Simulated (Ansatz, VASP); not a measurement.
La2Zr3O in VASP and in Ansatz

```
CELL_PARAMETERS angstrom
4.51602 0.00000 0.00000
-2.25801 3.91099 0.00000
0.00000 0.00000 8.34224
ATOMIC_POSITIONS crystal
La 0.66667 0.33333 0.24448
La 0.66667 0.33333 0.75552
Zr 0.00000 0.00000 0.50000
Zr 0.33333 0.66667 0.00000
Zr 0.33333 0.66667 0.50000
O 0.00000 0.00000 0.00000
```

Change from the starting cell: species swapped into the Ce2NiGe3 type (P-6m2, No. 187).

Alike in both runs: functional PBE; k mesh 12 × 12 × 6; occupations gaussian, width 0.1 eV; no spin polarisation.

Ansatz relaxed the structure, and its values are those at the end. VASP's run is a single point on that final structure, the one shown.

```csv
,VASP,Ansatz
version,VASP 6.6.1,Ansatz 0.2.0
potentials or method,"VASP PAW PBE potentials, release 64 (La, Zr_sv, O), cutoff 520 eV","scalar-relativistic, plane waves, PAW"
valence electrons in the cell,64,64
```

```csv
,VASP,Ansatz,Ansatz less VASP
gap on the k mesh at the Fermi level (eV),none,none,-
pressure (GPa),0.0,0.0,-0.05
```

A gap of «none» marks a metal or a gap that the smearing closes.

Spin-orbit coupling is off throughout.
